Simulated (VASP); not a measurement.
# AlN: single point with LDA

The system is AlN.

```
CELL_PARAMETERS angstrom
0.00000 2.00838 1.96900
2.00838 0.00000 1.96900
2.00838 2.00838 0.00000
ATOMIC_POSITIONS crystal
Al 0.00000 0.00000 0.00000
N 0.50000 0.50000 0.50000
```

```yaml
Program: VASP 6.6.1
Task: single point
Functional: LDA
Potentials_or_basis: VASP PAW LDA potentials, release 64 (Al, N)
Cutoff: 520 eV
k_mesh: 8 × 8 × 8
Occupations: fermi-dirac, width 0.02 eV
Spin: no spin polarisation
Dipole_correction: no
Further_INCAR_settings: ALGO = Normal; EDIFF = 1e-06; NBANDS = 11
```

```json
{
 "Pressure": "5.3 GPa",
 "Band gap on the k mesh": "4.67 eV, indirect (least direct gap 6.30 eV)"
}
```

Stress tensor (GPa, compression positive):
```
 2.97  0.00  0.00
 0.00  2.97  0.00
 0.00  0.00 10.04
```

Levels at points of the mesh, in eV from the valence-band top:
```
           k point  band 1  band 2  band 3  band 4  band 5  band 6  band 7  band 8
(0.00, 0.00, 0.00)  -17.82   -0.15    0.00    0.00    6.30   12.01   12.01   12.28
(0.50, 0.00, 0.00)  -14.32   -8.65   -1.25   -1.17    6.32   10.85   11.34   13.66
(0.50, 0.50, 0.00)  -13.14   -7.66   -3.07   -3.07    4.67    4.94   14.50   17.43
(0.50, 0.00, 0.50)  -13.31   -7.77   -3.04   -2.79    4.87    5.14   14.24   17.30
```

Wall time 4.3 s on 1 thread of Intel Xeon 6975P-C, with other jobs on the host, peak memory 0.13 GiB.

A k mesh can miss the band edges.
